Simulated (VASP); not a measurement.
Runs of VASP 6.6.1 on FeNi (Tetrataenite). The structure is tetragonal, space group P4/mmm (No. 123). Conventional cell: a = 2.533 Å, b = 2.533 Å, c = 3.582 Å, α = 90.00°, β = 90.00°, γ = 90.00°. Fe (site symmetry 4/mmm) has 8 Ni at 2.53 Å and 4 Fe at 2.53 Å within 3.3 Å. Ni (site symmetry 4/mmm) has 8 Fe at 2.53 Å and 4 Ni at 2.53 Å within 3.3 Å. 

```csv
spin,fixed moment (μB),pressure (GPa),moment (μB)
"collinear, ferromagnetic start",3.6,-9.0,3.60
"collinear, ferromagnetic start",6.0,(b),6.00
"collinear, zero start",0.0,-25.8,0.00
"collinear, ferromagnetic start",4.8,(a),4.80
"collinear, ferrimagnetic start",1.2,-21.7,1.20
"collinear, ferromagnetic start",2.4,-17.1,2.40
```

Alike in all rows: task single point; level PBEsol; potentials or basis VASP PAW PBE potentials, release 64 (Fe, Ni); cell as given; k mesh 11 × 11 × 8; cutoff (eV) 520; smearing gaussian 0.1 eV.

Estimate the missing entries.

(a) 5.9; (b) 28.5.

Caveats: the PAW data sets were made with another functional, which shifts forces and pressure a little; the total moment is fixed, so each spin has its own Fermi level.
